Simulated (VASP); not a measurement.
Write the native input for VASP 6.6.1 that does the following.

| Property | Result |
| --- | --- |
| Task | relaxation of the atoms |
| Functional | LDA |
| Potentials or basis | VASP PAW LDA potentials, release 64 (B, N) |
| Cutoff | 520 eV |
| k mesh | 12 × 12 × 4 |
| Occupations | gaussian, width 0.05 eV |
| Spin | no spin polarisation |
| Dipole correction | no |
| Further INCAR settings | ALGO = Normal; EDIFF = 1e-07; IBRION = 2; EDIFFG = -0.01; NSW = 50 |

The structure of BN lies in POSCAR:

```
BN
1.0
    2.6707478959      0.0000000000      0.0000000000
   -1.3353739480      2.1549757989      0.0000000000
    0.0000000000      0.0000000000      6.0191680927
B N
2 2
Direct
    0.3333333333      0.6666666667      0.2500000000
    0.6666666667      0.3333333333      0.7500000000
    0.3333333333      0.6666666667      0.7500000000
    0.6666666667      0.3333333333      0.2500000000
```

This cell differs from its parent crystal: normal strain along x +0.0733, normal strain along z -0.0733.

These files were run (other wordings do the same):

INCAR

```
PREC = Accurate
ENCUT = 520
EDIFF = 1E-7
ISMEAR = 0
SIGMA = 0.05
LREAL = F
LASPH = T
NELM = 60
ALGO = Normal
ISIF = 2
LWAVE = F
LCHARG = F
IBRION = 2
NSW = 50
EDIFFG = -0.01
```

KPOINTS

```
regular mesh
0
Gamma
  12 12 4
```

Potentials or basis: VASP PAW LDA potentials, release 64 (B, N).

Command:

```console
$ cat potpaw_LDA.64/B/POTCAR potpaw_LDA.64/N/POTCAR > POTCAR
$ mpirun -np 1 vasp_std > vasp.out
```

It gave:

The energy gained by relaxing is 2.8 meV/atom. The ionic steps are 12, the pressure after relaxing is -22.6 GPa and the largest force after relaxing is 0.004 eV/Å. The band gap on the k mesh is 3.56 eV (least direct gap 3.61 eV).

Caveat: the cell differs from its parent crystal (normal strain along x +0.0733, normal strain along z -0.0733).

Run time: 6.3 min on 1 thread of Oxide Virtual Turin-like Processor, on a shared host, peak memory 0.14 GiB.
